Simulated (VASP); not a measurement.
# Li2Se (Fm-3m) in VASP: further runs

Runs on Li2Se. Level: PBE. Tasks: single point.

Everything below comes from runs of VASP 6.6.1. Logs are shortened: lines on timing, memory, paths and dates and some standing lists are left out, and cuts for length are marked.

## Step 1: The cell of the first run

It takes space group Fm-3m (No. 225, cubic). Conventional cell: a = 5.754 Å, b = 5.754 Å, c = 5.754 Å, α = 90.00°, β = 90.00°, γ = 90.00°. Within 3.3 Å of Li (site symmetry -43m) lie 4 Se at 2.49 Å and 6 Li at 2.88 Å. Se (site symmetry m-3m) has 8 Li at 2.49 Å within 3.3 Å.

## Step 2: Single point, PBE (15.88 Å³/atom)

Contents of INCAR:

```
PREC     = Accurate       # precision mode
ENCUT    = 750            # plane-wave cutoff, eV
EDIFF    = 1E-6           # SCF threshold, eV
ISMEAR   = 0              # smearing method
SIGMA    = 0.02           # smearing width, eV
LREAL    = F              # projectors in reciprocal space
LASPH    = T              # aspherical terms in the spheres
NELM     = 120            # most SCF steps
ALGO     = Normal         # electronic algorithm
ISIF     = 2              # what is computed and relaxed
LWAVE    = F              # write WAVECAR
LCHARG   = F              # write CHGCAR
GGA      = PE             # functional
NBANDS   = 13             # bands
GGA_COMPAT= F
```

Contents of KPOINTS:

```
regular mesh
0
Gamma
  8 8 8
```

Contents of POSCAR:

```
Li2Se
1.0
    0.0000000000      2.8772476242      2.8772476242
    2.8772476242      0.0000000000      2.8772476242
    2.8772476242      2.8772476242      0.0000000000
Li Se
2 1
Direct
    0.2500000000      0.2500000000      0.2500000000
    0.7500000000      0.7500000000      0.7500000000
    0.0000000000      0.0000000000      0.0000000000
```

Potentials or basis: VASP PAW PBE potentials, release 64 (Li_sv, Se).

Command:

```console
> cat potpaw_PBE.64/Li_sv/POTCAR potpaw_PBE.64/Se/POTCAR > POTCAR
> mpirun -np 1 vasp_std > vasp.out
```

OUTCAR:

```text
PREC = Accurate
   ENCUT = 750
   EDIFF = 1E-6
   ISMEAR = 0
   LREAL = F
   LASPH = T
   NELM = 120
   ISIF = 2
   GGA = PE

 ion  position               nearest neighbor table
   1  0.250  0.250  0.250-   3 2.49   3 2.49   3 2.49   3 2.49
   2  0.750  0.750  0.750-   3 2.49   3 2.49   3 2.49   3 2.49
   3  0.000  0.000  0.000-   2 2.49   2 2.49   2 2.49   1 2.49   2 2.49   1 2.49   1 2.49   1 2.49

  LATTYP: Found a face centered cubic cell.
 ALAT       =     5.7544952484

  Lattice vectors:

 A1 = (   0.0000000000,   2.8772476242,   2.8772476242)
 A2 = (   2.8772476242,   0.0000000000,   2.8772476242)
 A3 = (   2.8772476242,   2.8772476242,   0.0000000000)

Analysis of symmetry for initial positions (statically):
=====================================================================
 Subroutine PRICEL returns:
 Original cell was already a primitive cell.

 Routine SETGRP: Setting up the symmetry group for a
 face centered cubic supercell.

 Subroutine GETGRP returns: Found 48 space group operations
 (whereof 48 operations were pure point group operations)
 out of a pool of 48 trial point group operations.

The static configuration has the point symmetry O_h .

Analysis of symmetry for dynamics (positions and initial velocities):
=====================================================================
 Subroutine PRICEL returns:
 Original cell was already a primitive cell.

 Routine SETGRP: Setting up the symmetry group for a
 face centered cubic supercell.

 Subroutine GETGRP returns: Found 48 space group operations
 (whereof 48 operations were pure point group operations)
 out of a pool of 48 trial point group operations.

The dynamic configuration has the point symmetry O_h .

 Subroutine INISYM returns: Found 48 space group operations
 (whereof 48 operations are pure point group operations),
 and found     1 'primitive' translations

----------------------------------------------------------------------------------------

                                     Primitive cell

  volume of cell :      47.6389

  direct lattice vectors                    reciprocal lattice vectors
     0.000000000  2.877247624  2.877247624    -0.173777188  0.173777188  0.173777188
     2.877247624  0.000000000  2.877247624     0.173777188 -0.173777188  0.173777188
     2.877247624  2.877247624  0.000000000     0.173777188  0.173777188 -0.173777188

  length of vectors
     4.069042612  4.069042612  4.069042612     0.300990918  0.300990918  0.300990918

  position of ions in fractional coordinates (direct lattice)
     0.250000000  0.250000000  0.250000000
     0.750000000  0.750000000  0.750000000
     0.000000000  0.000000000  0.000000000

  ion indices of the primitive-cell ions
   primitive index   ion index
                 1           1
                 2           2
                 3           3

----------------------------------------------------------------------------------------

 KPOINTS: regular mesh

Automatic generation of k-mesh.
 Grid dimensions read from file:
 generate k-points for:    8    8    8

 Generating k-lattice:

  Cartesian coordinates                     Fractional coordinates (reciprocal lattice)
    -0.021722148  0.021722148  0.021722148     0.125000000  0.000000000  0.000000000
     0.021722148 -0.021722148  0.021722148     0.000000000  0.125000000  0.000000000
     0.021722148  0.021722148 -0.021722148     0.000000000  0.000000000  0.125000000

  Length of vectors
     0.037623865  0.037623865  0.037623865

  Shift w.r.t. Gamma in fractional coordinates (k-lattice)
     0.000000000  0.000000000  0.000000000

 Subroutine IBZKPT returns following result:
 ===========================================

 Found     29 irreducible k-points:

 Following reciprocal coordinates:
            Coordinates               Weight
  0.000000  0.000000  0.000000      1.000000
  0.125000  0.000000  0.000000      8.000000
  0.250000  0.000000  0.000000      8.000000
  0.375000  0.000000  0.000000      8.000000
  0.500000  0.000000  0.000000      4.000000
  0.125000  0.125000  0.000000      6.000000
[... 16 lines left out ...]
  0.500000  0.250000  0.125000     48.000000
 -0.375000  0.250000  0.125000     24.000000
 [... further k-points ...]
   k-points           NKPTS =     29   k-points in BZ     NKDIM =     29   number of bands    NBANDS=     13
   number of dos      NEDOS =    301   number of ions     NIONS =      3
   total plane-waves  NPLWV =  46656
   dimension x,y,z NGX =    36 NGY =   36 NGZ =   36
   dimension x,y,z NGXF=    72 NGYF=   72 NGZF=   72
   ions per type =               2   1
   NGX,Y,Z   is equivalent  to a cutoff of  14.71, 14.71, 14.71 a.u.
   NGXF,Y,Z  is equivalent  to a cutoff of  29.42, 29.42, 29.42 a.u.
 SYSTEM =  unknown system
   PREC   = accura    normal or accurate (medium, high low for compatibility)
   ISTART =      0    job   : 0-new  1-cont  2-samecut
   ICHARG =      2    charge: 1-file 2-atom 10-const
   ISPIN  =      1    spin polarized calculation?
   LNONCOLLINEAR =      F non collinear calculations
   LSORBIT =      F    spin-orbit coupling
   LASPH  =      T    aspherical Exc in radial PAW
   ENCUT  =  750.0 eV  55.12 Ry    7.42 a.u.   9.09  9.09  9.09*2*pi/ulx,y,z
   NELM   =    120;   NELMIN=  2; NELMDL= -5     # of ELM steps
   EDIFF  = 0.1E-05   stopping-criterion for ELM
   LREAL  =      F    real-space projection
[... 7 lines left out ...]
   TEBEG  =    0.0;   TEEND  =   0.0 temperature during run
   PSTRESS=    0.0 pullay stress
   NELECT =      12.0000    total number of electrons
   NUPDOWN=      -1.0000    fix difference up-down
   EMIN   =  10.00;   EMAX   =-10.00  energy-range for DOS
   EFERMI =   0.00;   METHOD = LEGACY
   ISMEAR =     0;   SIGMA  =   0.02  broadening in eV -4-tet -1-fermi 0-gaus
   EFERMI_NEDOS =   21; number of points for ismear=-14 and -15
   IALGO  =     38    algorithm
   IMIX   =      4    mixing-type and parameters
     AMIX     =   0.40;   BMIX     =  1.00
     AMIX_MAG =   1.60;   BMIX_MAG =  1.00
  volume/ion in A,a.u.               =      15.88       107.16
  Fermi-wavevector in a.u.,A,eV,Ry     =   1.033907  1.953800 14.544125  1.068963
  Thomas-Fermi vector in A             =   2.168176
   LORBIT       =      0    0 simple, 1 ext, 2 COOP (PROOUT), +10 PAW based schemes
   GGA     = PE    functional components
   LHFCALC =     F    Hartree Fock is set to
   AEXX    =    0.0000 exact exchange contribution
   IVDW    =     0    specifies the selected vdW correction
   LEPSILON=     F    determine dielectric tensor
   LRPA    =     F    only Hartree local field effects (RPA)
 non-spin polarized calculation
 Gauss-broadening in eV      SIGMA  =   0.02
  energy-cutoff  :      750.00
  volume of cell :       47.64
 maximum number of plane-waves:      2252
   NGX = 19   NGY = 19   NGZ = 19

 number of electron      12.0000004 magnetization

 Free energy of the ion-electron system (eV)
  ---------------------------------------------------
  ext. energy  EPLUGINS =         0.00000000
  ---------------------------------------------------
  free energy    TOTEN  =       -11.02809834 eV

  energy without entropy =      -11.02809834  energy(sigma->0) =      -11.02809834

 E-fermi :   1.8885     XC(G=0):  -8.7438

 val. band max:        1.7777626392   @ k =   0.0000   0.0000   0.0000
 cond. band min:       4.6252421688   @ k =   0.5000   0.5000   0.0000
 fundamental gap:      2.8474795295
 Fermi energy:         1.8884506196

 k-point     1 :       0.0000    0.0000    0.0000
  band No.  band energies     occupation
      1     -42.7565      2.00000
      2     -42.7165      2.00000
      3      -9.9823      2.00000
      4       1.7778      2.00000
      5       1.7778      2.00000
      6       1.7778      2.00000
      7       5.7332      0.00000
      8       7.4426      0.00000
      9       7.4426      0.00000
     10       7.4426      0.00000
     11      12.7473      0.00000
     12      12.7473      0.00000
     13      13.1971      0.00000

 k-point     2 :       0.1250    0.0000    0.0000
  band No.  band energies     occupation
      1     -42.7549      2.00000
      2     -42.7179      2.00000
      3      -9.9210      2.00000
      4       1.0272      2.00000
      5       1.6641      2.00000
      6       1.6641      2.00000
      7       6.2172      0.00000
      8       7.7049      0.00000
      9       7.7049      0.00000
     10       7.9402      0.00000
     11      11.4748      0.00000
     12      11.4748      0.00000
     13      13.3562      0.00000

 k-point     3 :       0.2500    0.0000    0.0000
  band No.  band energies     occupation
      1     -42.7502      2.00000
      2     -42.7220      2.00000
      3      -9.7637      2.00000
      4      -0.2498      2.00000
      5       1.4245      2.00000
      6       1.4245      2.00000
      7       6.8104      0.00000
      8       8.0437      0.00000
      9       8.0437      0.00000
     10       9.1048      0.00000
     11      11.1291      0.00000
     12      11.1291      0.00000
     13      13.9047      0.00000

 k-point     4 :       0.3750    0.0000    0.0000
  band No.  band energies     occupation
      1     -42.7434      2.00000
      2     -42.7281      2.00000
      3      -9.5898      2.00000
      4      -1.2256      2.00000
      5       1.2210      2.00000
      6       1.2210      2.00000
      7       7.2458      0.00000
      8       7.9107      0.00000
      9       7.9107      0.00000
     10       9.9830      0.00000
     11      12.3131      0.00000
     12      12.3131      0.00000
     13      14.7758      0.00000

 k-point     5 :       0.5000    0.0000    0.0000
  band No.  band energies     occupation
      1     -42.7357      2.00000
      2     -42.7357      2.00000
      3      -9.5120      2.00000
      4      -1.5855      2.00000
      5       1.1447      2.00000
      6       1.1447      2.00000
      7       7.4246      0.00000
      8       7.7823      0.00000
      9       7.7823      0.00000
     10      10.2642      0.00000
     11      14.0476      0.00000
     12      14.0476      0.00000
     13      14.9466      0.00000
[... 257 lines left out ...]
 k-point    22 :       0.3750    0.2500    0.1250
  band No.  band energies     occupation
      1     -42.7472      2.00000
      2     -42.7245      2.00000
      3      -9.6442      2.00000
      4      -0.3897      2.00000
      5       0.5499      2.00000
      6       1.1245      2.00000
      7       6.8963      0.00000
      8       8.3728      0.00000
      9       8.3968      0.00000
     10       9.6477      0.00000
     11      10.6218      0.00000
     12      13.7887      0.00000
     13      15.3885      0.00000

 k-point    23 :       0.5000    0.2500    0.1250
  band No.  band energies     occupation
      1     -42.7418      2.00000
      2     -42.7295      2.00000
      3      -9.5012      2.00000
      4      -0.9976      2.00000
      5       0.2776      2.00000
      6       0.8327      2.00000
      7       7.1609      0.00000
      8       8.1017      0.00000
      9       9.3401      0.00000
     10      10.0085      0.00000
     11      11.7029      0.00000
     12      13.7762      0.00000
     13      15.5849      0.00000

 k-point    24 :      -0.3750    0.2500    0.1250
  band No.  band energies     occupation
      1     -42.7355      2.00000
      2     -42.7355      2.00000
      3      -9.4381      2.00000
      4      -1.2590      2.00000
      5       0.2542      2.00000
      6       0.6565      2.00000
      7       7.3020      0.00000
      8       7.9262      0.00000
      9       9.8511      0.00000
     10      10.6845      0.00000
     11      11.7247      0.00000
     12      13.2192      0.00000
     13      15.1913      0.00000

 [... further k-points ...]

------------------------ aborting loop because EDIFF is reached ----------------------------------------

  FORCE on cell =-STRESS in cart. coord.  units (eV):
  Direction    XX          YY          ZZ          XY          YZ          ZX
  --------------------------------------------------------------------------------------
  -------------------------------------------------------------------------------------
  Total        1.6338557      1.6338557      1.6338557      0.0000000     -0.0000000      0.0000000
  in kB       54.9493520     54.9493520     54.9493520      0.0000000     -0.0000000      0.0000000
  external PRESSURE =      54.9493520 kB  Pullay stress =       0.0000000 kB

 VOLUME and BASIS-vectors are now :
 -----------------------------------------------------------------------------
  energy-cutoff  :      750.00
  volume of cell :       47.64
      direct lattice vectors                 reciprocal lattice vectors
     0.000000000  2.877247624  2.877247624    -0.173777188  0.173777188  0.173777188
     2.877247624  0.000000000  2.877247624     0.173777188 -0.173777188  0.173777188
     2.877247624  2.877247624  0.000000000     0.173777188  0.173777188 -0.173777188

 POSITION                                       TOTAL-FORCE (eV/Angst)
 -----------------------------------------------------------------------------------
      1.43862      1.43862      1.43862        -0.000000     -0.000000     -0.000000
      4.31587      4.31587      4.31587         0.000000      0.000000      0.000000
      0.00000      0.00000      0.00000         0.000000      0.000000      0.000000
 -----------------------------------------------------------------------------------
    total drift:                                0.000000      0.000000      0.000000

  FREE ENERGIE OF THE ION-ELECTRON SYSTEM (eV)
  ---------------------------------------------------
  free  energy   TOTEN  =       -11.0280983377 eV

  energy  without entropy=      -11.0280983377  energy(sigma->0) =      -11.02809834
```

Wall time 24 s (1 thread of Intel Xeon Platinum 8488C (Sapphire Rapids), shared host); peak memory 0.21 GiB.

Results:

```yaml
Free_energy: -11.0281 eV
Pressure: 5.5 GPa
Band_gap_on_the_k_mesh: 2.85 eV (least direct gap 3.96 eV)
```

Caveat: the cell stands under pressure. As with any semilocal functional, this PBE gap is likely too small.

(Part 1 of 2 ends here.)
